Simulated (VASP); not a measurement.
# Al5O3 (P4/mmm) in VASP: density of states with PBE

Aim: the density of states of Al5O3 with PBE.

Everything below comes from runs of VASP 6.6.1. Logs are shortened: lines on timing, memory, paths and dates and some standing lists are left out, and cuts for length are marked.

## (1) The cell of the first run

The structure is tetragonal, space group P4/mmm (No. 123). The conventional cell has a = 2.630 Å, b = 2.630 Å, c = 14.058 Å, α = 90.00°, β = 90.00°, γ = 90.00°. Within 3.5 Å of Al (site symmetry 4mm) lie 9 Al at 2.63 to 3.30 Å and 4 O at 2.87 Å. Within 2.9 Å of Al (site symmetry 4/mmm) lie 8 O at 2.17 Å and 4 Al at 2.63 Å. Al (site symmetry 4mm) has 4 O at 2.38 Å and 9 Al at 2.63 to 2.98 Å within 3.1 Å. Within 2.9 Å of O (site symmetry 4mm) lie 8 Al at 2.17 to 2.87 Å and 5 O at 2.23 to 2.63 Å. Within 3.1 Å of O (site symmetry 4/mmm) lie 8 Al at 2.38 Å and 4 O at 2.63 Å.

## (2) Density of states, PBE

The input, POSCAR:

```
Al5O3
1.0
    2.6295860119      0.0000000000      0.0000000000
    0.0000000000      2.6295860119      0.0000000000
    0.0000000000      0.0000000000     14.0584033563
Al O
5 3
Direct
    0.0000000000      0.0000000000      0.2349578513
    0.0000000000      0.0000000000      0.7650421487
    0.0000000000      0.0000000000      0.0000000000
    0.5000000000      0.5000000000      0.3941594367
    0.5000000000      0.5000000000      0.6058405633
    0.5000000000      0.5000000000      0.0793720132
    0.5000000000      0.5000000000      0.9206279868
    0.0000000000      0.0000000000      0.5000000000
```

The input, INCAR.step1:

```
SYSTEM = Al5O3
PREC     = Accurate       ! precision mode
ENCUT    = 520            ! plane-wave cutoff, eV
EDIFF    = 1E-6           ! SCF threshold, eV
ISMEAR   = 0              ! smearing method
SIGMA    = 0.1            ! smearing width, eV
LREAL    = .False.        ! projectors in reciprocal space
LASPH    = .True.         ! aspherical terms in the spheres
NELM     = 100            ! most SCF steps
ALGO     = Normal         ! electronic algorithm
ISIF     = 2              ! what is computed and relaxed
LWAVE    = .False.        ! write WAVECAR
LCHARG   = .True.         ! write CHGCAR
GGA      = PE             ! functional
NBANDS   = 26             ! bands
```

The input, KPOINTS.step1:

```
regular mesh
0
Gamma
  14 14 4
  0 0 0
```

The input, INCAR.step2:

```
SYSTEM = Al5O3
PREC     = Accurate       ! precision mode
ENCUT    = 520            ! plane-wave cutoff, eV
EDIFF    = 1E-6           ! SCF threshold, eV
ISMEAR   = -5             ! smearing method
SIGMA    = 0.1            ! smearing width, eV
LREAL    = .False.        ! projectors in reciprocal space
LASPH    = .True.         ! aspherical terms in the spheres
NELM     = 100            ! most SCF steps
ALGO     = Normal         ! electronic algorithm
ISIF     = 2              ! what is computed and relaxed
LWAVE    = .False.        ! write WAVECAR
LCHARG   = .False.        ! write CHGCAR
GGA      = PE             ! functional
LORBIT   = 10             ! projections on sites
NBANDS   = 26             ! bands
NEDOS    = 2001           ! points of the DOS
ICHARG   = 11             ! starting density
```

The input, KPOINTS.step2:

```
regular mesh
0
Gamma
  21 21 6
  0 0 0
```

Potentials or basis: VASP PAW PBE potentials, release 64 (Al, O).

Launch:

```sh
> cat potpaw_PBE.64/Al/POTCAR potpaw_PBE.64/O/POTCAR > POTCAR
> cp INCAR.step1 INCAR
> cp KPOINTS.step1 KPOINTS
> mpirun -np 1 vasp_std > vasp.out
> cp INCAR.step2 INCAR
> cp KPOINTS.step2 KPOINTS
> mpirun -np 1 vasp_std > vasp.out
```

OUTCAR:

```text
SYSTEM = Al5O3
   PREC = Accurate
   ENCUT = 520
   EDIFF = 1E-6
   ISMEAR = -5
   LREAL = .False.
   LASPH = .True.
   NELM = 100
   ISIF = 2
   GGA = PE
   LORBIT = 10
   ICHARG = 11

 ion  position               nearest neighbor table
   1  0.000  0.000  0.235-   4 2.91   4 2.91   4 2.91   4 2.91   3 3.30
   2  0.000  0.000  0.765-   5 2.91   5 2.91   5 2.91   5 2.91   3 3.30
   3  0.000  0.000  0.000-   6 2.17   7 2.17   6 2.17   7 2.17   6 2.17   7 2.17   6 2.17   7 2.17
                             1 3.30   2 3.30
   4  0.500  0.500  0.394-   8 2.38   8 2.38   8 2.38   8 2.38   1 2.91   1 2.91   1 2.91   1 2.91
                             5 2.98
   5  0.500  0.500  0.606-   8 2.38   8 2.38   8 2.38   8 2.38   2 2.91   2 2.91   2 2.91   2 2.91
                             4 2.98
   6  0.500  0.500  0.079-   3 2.17   3 2.17   3 2.17   3 2.17
   7  0.500  0.500  0.921-   3 2.17   3 2.17   3 2.17   3 2.17
   8  0.000  0.000  0.500-   4 2.38   5 2.38   4 2.38   5 2.38   4 2.38   5 2.38   4 2.38   5 2.38

  LATTYP: Found a simple tetragonal cell.
 ALAT       =     2.6295860119
 C/A-ratio  =     5.3462420673

  Lattice vectors:

 A1 = (   2.6295860119,   0.0000000000,   0.0000000000)
 A2 = (   0.0000000000,   2.6295860119,   0.0000000000)
 A3 = (   0.0000000000,   0.0000000000,  14.0584033563)

Analysis of symmetry for initial positions (statically):
=====================================================================
 Subroutine PRICEL returns:
 Original cell was already a primitive cell.

 Routine SETGRP: Setting up the symmetry group for a
 simple tetragonal supercell.

 Subroutine GETGRP returns: Found 16 space group operations
 (whereof 16 operations were pure point group operations)
 out of a pool of 16 trial point group operations.

The static configuration has the point symmetry D_4h.

Analysis of symmetry for dynamics (positions and initial velocities):
=====================================================================
 Subroutine PRICEL returns:
 Original cell was already a primitive cell.

 Routine SETGRP: Setting up the symmetry group for a
 simple tetragonal supercell.

 Subroutine GETGRP returns: Found 16 space group operations
 (whereof 16 operations were pure point group operations)
 out of a pool of 16 trial point group operations.

The dynamic configuration has the point symmetry D_4h.

 Subroutine INISYM returns: Found 16 space group operations
 (whereof 16 operations are pure point group operations),
 and found     1 'primitive' translations

----------------------------------------------------------------------------------------

                                     Primitive cell

  volume of cell :      97.2100

  direct lattice vectors                    reciprocal lattice vectors
     2.629586012  0.000000000  0.000000000     0.380287998  0.000000000  0.000000000
     0.000000000  2.629586012  0.000000000     0.000000000  0.380287998  0.000000000
     0.000000000  0.000000000 14.058403356     0.000000000  0.000000000  0.071131833

  length of vectors
     2.629586012  2.629586012 14.058403356     0.380287998  0.380287998  0.071131833

  position of ions in fractional coordinates (direct lattice)
     0.000000000  0.000000000  0.234957851
     0.000000000  0.000000000  0.765042149
     0.000000000  0.000000000  0.000000000
     0.500000000  0.500000000  0.394159437
     0.500000000  0.500000000  0.605840563
     0.500000000  0.500000000  0.079372013
     0.500000000  0.500000000  0.920627987
     0.000000000  0.000000000  0.500000000

  ion indices of the primitive-cell ions
   primitive index   ion index
                 1           1
                 2           2
                 3           3
                 4           4
                 5           5
                 6           6
                 7           7
                 8           8

----------------------------------------------------------------------------------------

 KPOINTS: regular mesh

Automatic generation of k-mesh.
 Grid dimensions read from file:
 generate k-points for:   21   21    6

 Generating k-lattice:

  Cartesian coordinates                     Fractional coordinates (reciprocal lattice)
     0.018108952  0.000000000  0.000000000     0.047619048  0.000000000  0.000000000
     0.000000000  0.018108952  0.000000000     0.000000000  0.047619048  0.000000000
     0.000000000  0.000000000  0.011855306     0.000000000  0.000000000  0.166666667

  Length of vectors
     0.018108952  0.018108952  0.011855306

  Shift w.r.t. Gamma in fractional coordinates (k-lattice)
     0.000000000  0.000000000  0.000000000

 TETIRR: Found   3963 inequivalent tetrahedra from    15876

 Subroutine IBZKPT returns following result:
 ===========================================

 Found    264 irreducible k-points:

 Following reciprocal coordinates:
            Coordinates               Weight
  0.000000  0.000000  0.000000      1.000000
  0.047619  0.000000  0.000000      4.000000
  0.095238  0.000000  0.000000      4.000000
  0.142857  0.000000  0.000000      4.000000
  0.190476  0.000000  0.000000      4.000000
  0.238095  0.000000  0.000000      4.000000
[... 16 lines left out ...]
  0.142857  0.095238  0.000000      8.000000
  0.190476  0.095238  0.000000      8.000000
 [... further k-points ...]
   k-points           NKPTS =    264   k-points in BZ     NKDIM =    264   number of bands    NBANDS=     26
   number of dos      NEDOS =   2001   number of ions     NIONS =      8
   total plane-waves  NPLWV =  43200
   dimension x,y,z NGX =    20 NGY =   20 NGZ =  108
   dimension x,y,z NGXF=    40 NGYF=   40 NGZF=  216
   ions per type =               5   3
   NGX,Y,Z   is equivalent  to a cutoff of  12.64, 12.64, 12.77 a.u.
   NGXF,Y,Z  is equivalent  to a cutoff of  25.29, 25.29, 25.54 a.u.
 SYSTEM =  Al5O3
   PREC   = accura    normal or accurate (medium, high low for compatibility)
   ISTART =      0    job   : 0-new  1-cont  2-samecut
   ICHARG =     11    charge: 1-file 2-atom 10-const
   ISPIN  =      1    spin polarized calculation?
   LNONCOLLINEAR =      F non collinear calculations
   LSORBIT =      F    spin-orbit coupling
   LASPH  =      T    aspherical Exc in radial PAW
   ENCUT  =  520.0 eV  38.22 Ry    6.18 a.u.   4.89  4.89 26.14*2*pi/ulx,y,z
   NELM   =    100;   NELMIN=  2; NELMDL=  0     # of ELM steps
   EDIFF  = 0.1E-05   stopping-criterion for ELM
   LREAL  =      F    real-space projection
   EDIFFG = 0.1E-04   stopping-criterion for IOM
   NSW    =      0    number of steps for IOM
   IBRION =     -1    ionic relax: 0-MD 1-quasi-New 2-CG
   NFREE  =      0    steps in history (QN), initial steepest desc. (CG)
   ISIF   =      2    stress and relaxation
   ISYM   =      2    0-nonsym 1-usesym 2-fastsym
   POTIM  = 0.5000    time-step for ionic-motion
   TEBEG  =    0.0;   TEEND  =   0.0 temperature during run
   PSTRESS=    0.0 pullay stress
   NELECT =      33.0000    total number of electrons
   NUPDOWN=      -1.0000    fix difference up-down
   EMIN   =  10.00;   EMAX   =-10.00  energy-range for DOS
   EFERMI =   0.00;   METHOD = LEGACY
   ISMEAR =    -5;   SIGMA  =   0.10  broadening in eV -4-tet -1-fermi 0-gaus
   EFERMI_NEDOS =   21; number of points for ismear=-14 and -15
   IALGO  =     38    algorithm
   IMIX   =      4    mixing-type and parameters
     AMIX     =   0.40;   BMIX     =  1.00
     AMIX_MAG =   1.60;   BMIX_MAG =  1.00
  volume/ion in A,a.u.               =      12.15        82.00
  Fermi-wavevector in a.u.,A,eV,Ry     =   1.142026  2.158116 17.745028  1.304223
  Thomas-Fermi vector in A             =   2.278725
   LORBIT       =     10    0 simple, 1 ext, 2 COOP (PROOUT), +10 PAW based schemes
   GGA     = PE    functional components
   LHFCALC =     F    Hartree Fock is set to
   AEXX    =    0.0000 exact exchange contribution
   IVDW    =     0    specifies the selected vdW correction
   LEPSILON=     F    determine dielectric tensor
   LRPA    =     F    only Hartree local field effects (RPA)
 non-spin polarized calculation
 Fermi weights with tetrahedron method with Bloechl corrections
  energy-cutoff  :      520.00
  volume of cell :       97.21
 maximum number of plane-waves:      2644
 NGX is ok and might be reduce to    20

 number of electron      32.9999998 magnetization

 Free energy of the ion-electron system (eV)
  ---------------------------------------------------
  ext. energy  EPLUGINS =         0.00000000
  ---------------------------------------------------
  free energy    TOTEN  =       -39.14987400 eV

  energy without entropy =      -39.14987400  energy(sigma->0) =      -39.14987400

 E-fermi :   7.9443     XC(G=0): -10.7766

 val. band max:        7.9887150829   @ k =   0.3333   0.2857   0.5000
 cond. band min:       7.8697293599   @ k =   0.3810   0.2857   0.1667
 fundamental gap:     -0.1189857229
 Fermi energy:         7.9443101913

 k-point     1 :       0.0000    0.0000    0.0000
  band No.  band energies     occupation
      1     -12.4886      2.00000
      2     -12.2338      2.00000
      3     -10.4191      2.00000
      4      -2.7572      2.00000
      5      -2.0424      2.00000
      6       0.0936      2.00000
[... 18 lines left out ...]
     25      17.4732      0.00000
     26      17.4837      0.00000

 k-point     2 :       0.0476    0.0000    0.0000
  band No.  band energies     occupation
      1     -12.4665      2.00000
      2     -12.2100      2.00000
      3     -10.4006      2.00000
      4      -2.7115      2.00000
      5      -1.9977      2.00000
      6       0.1332      2.00000
[... 18 lines left out ...]
     25      17.0714      0.00000
[... 608 lines left out ...]
     25      15.3765      0.00000
     26      15.6415      0.00000

 k-point    24 :       0.1905    0.0952    0.0000
  band No.  band energies     occupation
      1     -12.0754      2.00000
      2     -11.7861      2.00000
      3     -10.0726      2.00000
      4      -1.8538      2.00000
      5      -1.1699      2.00000
      6       0.8595      2.00000
[... 18 lines left out ...]
     25      14.6604      0.00000
     26      15.7793      0.00000

 [... further k-points ...]
[... 5 lines left out ...]
  --------------------------------------------------------------------------------------
  -------------------------------------------------------------------------------------
  Total       -0.0287084     -0.0287084     -0.3158528      0.0000000      0.0000000      0.0000000
  in kB       -0.4731610     -0.4731610     -5.2057643      0.0000000      0.0000000      0.0000000
  external PRESSURE =      -2.0506954 kB  Pullay stress =       0.0000000 kB

 VOLUME and BASIS-vectors are now :
 -----------------------------------------------------------------------------
  energy-cutoff  :      520.00
  volume of cell :       97.21
      direct lattice vectors                 reciprocal lattice vectors
     2.629586012  0.000000000  0.000000000     0.380287998  0.000000000  0.000000000
     0.000000000  2.629586012  0.000000000     0.000000000  0.380287998  0.000000000
     0.000000000  0.000000000 14.058403356     0.000000000  0.000000000  0.071131833

 POSITION                                       TOTAL-FORCE (eV/Angst)
 -----------------------------------------------------------------------------------
      0.00000      0.00000      3.30313         0.000000     -0.000000      0.026553
      0.00000      0.00000     10.75527        -0.000000      0.000000     -0.026553
      0.00000      0.00000      0.00000         0.000000     -0.000000      0.000000
      1.31479      1.31479      5.54125         0.000000     -0.000000     -0.037354
      1.31479      1.31479      8.51715         0.000000     -0.000000      0.037354
      1.31479      1.31479      1.11584         0.000000      0.000000      0.010904
      1.31479      1.31479     12.94256        -0.000000      0.000000     -0.010904
      0.00000      0.00000      7.02920         0.000000     -0.000000      0.000000
 -----------------------------------------------------------------------------------
    total drift:                                0.000000      0.000000      0.000000

  FREE ENERGIE OF THE ION-ELECTRON SYSTEM (eV)
  ---------------------------------------------------
  free  energy   TOTEN  =       -39.1498739982 eV

  energy  without entropy=      -39.1498739982  energy(sigma->0) =      -39.14987400

 total charge

# of ion       s       p       d       tot
------------------------------------------
    1        0.481   0.299   0.000   0.780
    2        0.481   0.299   0.000   0.780
    3        0.288   0.300   0.000   0.588
    4        0.447   0.301   0.000   0.748
    5        0.447   0.301   0.000   0.748
    6        1.582   3.390   0.000   4.972
    7        1.582   3.390   0.000   4.972
    8        1.595   3.344   0.000   4.939
--------------------------------------------------
tot          6.904  11.624   0.000  18.528
```

It took 7.1 min on 1 thread of AMD EPYC 7R43 (Zen 3), shared host; peak memory 0.52 GiB.

What came out:

* Valence electrons inside the program's atomic spheres: Al 0.78, 0.59, 0.75; O 4.97, 4.94

Levels at points of the mesh, in eV from the Fermi level:
```
           k point  band 13  band 14  band 15  band 16  band 17  band 18  band 19  band 20
(0.00, 0.00, 0.00)    -2.52    -1.62    -1.62    -0.75    -0.33     2.14     2.98     5.14
(0.00, 0.00, 0.50)    -2.52    -2.12    -1.62    -1.62     0.76     1.36     3.88     4.12
```

Caveat: an odd number of electrons without spin polarisation forces a metal; a magnetic or distorted state may lie lower; tetrahedron occupations give inexact forces and stress in metals.
